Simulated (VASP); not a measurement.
GaN: single point with r2SCAN

The system is GaN.

```xyz
2
Lattice="0.0433 2.2473 2.2473 2.2473 0.0433 2.2473 2.2473 2.2473 0.0433" Properties=species:S:1:pos:R:3 pbc="T T T"
Ga    0.0069    0.0069    0.0069
N     1.1276    1.1276    1.1276
```

This cell differs from its parent crystal: epitaxial 111 strain -2.0%.

```json
{
  "Program": "VASP 6.6.1",
  "Task": "single point",
  "Functional": "r2SCAN",
  "Potentials or basis": "VASP PAW PBE potentials, release 64 (Ga_d, N_h)",
  "Cutoff": "1460 eV",
  "k mesh": "10 × 10 × 10",
  "Occupations": "gaussian, width 0.01 eV",
  "Spin": "no spin polarisation",
  "Dipole correction": "no",
  "Further INCAR settings": "ALGO = Normal; EDIFF = 1e-06; NBANDS = 16"
}
```

| Property | Result |
| --- | --- |
| Pressure | 7.8 GPa |
| Largest force | 0.009 eV/Å |
| Band gap on the k mesh | 2.27 eV |

Forces in eV/Å, atoms in the order of the input:
```
Ga   0.005  0.005  0.005
N   -0.005 -0.005 -0.005
```

Stress tensor (GPa, compression positive):
```
 7.83 -3.32 -3.32
-3.32  7.83 -3.32
-3.32 -3.32  7.83
```

Levels at points of the mesh, in eV from the valence-band top:
```csv
k point,band 7,band 8,band 9,band 10,band 11,band 12
"(0.00, 0.00, 0.00)",-0.22,0.00,0.00,2.27,10.76,11.42
"(0.50, 0.00, 0.00)",-7.44,-1.24,-1.08,5.25,9.57,10.99
"(0.50, 0.50, 0.00)",-6.44,-3.13,-2.84,3.69,7.43,12.76
"(0.50, 0.50, 0.50)",-7.61,-0.98,-0.98,5.65,9.45,11.47
```

It took 17 min on 1 thread of AMD EPYC 7R43 64-Core Processor (Zen 3), with other jobs on the host, peak memory 0.37 GiB.

Caveat: the cell differs from its parent crystal (epitaxial 111 strain -2.0%); the cell stands under pressure; the structure was generated, so it needn't be the stable form of GaN; the PAW data sets were made with another functional, which shifts forces and pressure a little.
